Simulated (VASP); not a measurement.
Wanted: the native input for a VASP 6.6.1 run.

```
Task                   : single point
Functional             : RPBE
Potentials or basis    : VASP PAW PBE potentials, release 64 (In_d, Se)
Cutoff                 : 500 eV
k mesh                 : 12 × 12 × 6
Occupations            : gaussian, width 0.15 eV
Spin                   : no spin polarisation
Dipole correction      : no
Further INCAR settings : ALGO = Normal; EDIFF = 1e-06; NBANDS = 34
```

The structure of InSe2 lies in POSCAR:

```
InSe2
1.0
    3.6794737414      0.0000000000      0.0000000000
    0.0000000000      3.6794737414      0.0000000000
    0.0000000000      0.0000000000      8.5932721433
In Se
2 4
Direct
    0.0000000000      0.5000000000      0.7051148767
    0.5000000000      0.0000000000      0.2948851233
    0.0000000000      0.5000000000      0.3669879178
    0.5000000000      0.0000000000      0.6330120822
    0.0000000000      0.0000000000      0.0000000000
    0.5000000000      0.5000000000      0.0000000000
```

The input as run:

INCAR

```
SYSTEM = InSe2
ALGO = Normal ; EDIFF = 1E-6
ENCUT = 500 ; GGA = RP
GGA_COMPAT = .False. ; ISIF = 2
ISMEAR = 0 ; LASPH = .True.
LCHARG = .True. ; LELF = .True.
LREAL = .False. ; LVHAR = .True.
LWAVE = .False. ; NBANDS = 34
NELM = 120 ; PREC = Accurate
SIGMA = 0.15
```

KPOINTS

```
k-points
0
Gamma
  12 12 6
  0 0 0
```

Potentials or basis: VASP PAW PBE potentials, release 64 (In_d, Se).

Launch:

```bash
$ cat potpaw_PBE.64/In_d/POTCAR potpaw_PBE.64/Se/POTCAR > POTCAR
$ mpirun -np 1 vasp_std > vasp.out
```

Results of the run:

```
Pressure               : 21.7 GPa
Largest force          : 0.302 eV/Å
Band gap on the k mesh : zero (bands 25 and 26 overlap by 2.98 eV)
```

Caveat: the stress differs along the axes, from 18 to 23 GPa; the PAW data sets were made with another functional, which shifts forces and pressure a little; spin-orbit coupling is left out, which moves the levels of the heavy elements.

Wall time 6.6 min on 1 thread of Oxide Virtual Turin-like Processor, on a shared host, peak memory 0.41 GiB.
